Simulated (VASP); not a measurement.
A run of VASP 6.6.1:

File INCAR:

```
PREC = Accurate
ENCUT = 600
EDIFF = 1E-6
ISMEAR = 0
SIGMA = 0.05
LREAL = False
LASPH = True
NELM = 120
ALGO = Normal
ISIF = 2
LWAVE = False
LCHARG = True
GGA = RE
LELF = True
LVHAR = True
NBANDS = 19
GGA_COMPAT = False
```

Contents of KPOINTS:

```
Automatic mesh
0
Gamma
  6 6 6
```

File POSCAR:

```
BaF2
1.0
    0.0000000000      3.1000485598      3.1000485598
    3.1000485598      0.0000000000      3.1000485598
    3.1000485598      3.1000485598      0.0000000000
Ba F
1 2
Direct
    0.0000000000      0.0000000000      0.0000000000
    0.2500000000      0.2500000000      0.2500000000
    0.7500000000      0.7500000000      0.7500000000
```

Potentials or basis: VASP PAW PBE potentials, release 64 (Ba_sv, F).

Launch:

```sh
$ cat potpaw_PBE.64/Ba_sv/POTCAR potpaw_PBE.64/F/POTCAR > POTCAR
$ mpirun -np 1 vasp_std > vasp.out
```

Hardware: 1 thread of Intel Xeon 8259CL (shared host).

Q: How long does it take, and how much memory?

A: Run time: 32 s on 1 thread of Intel Xeon 8259CL, on a shared host, peak memory 0.21 GiB. Counts: scf iterations 13, k points 16.
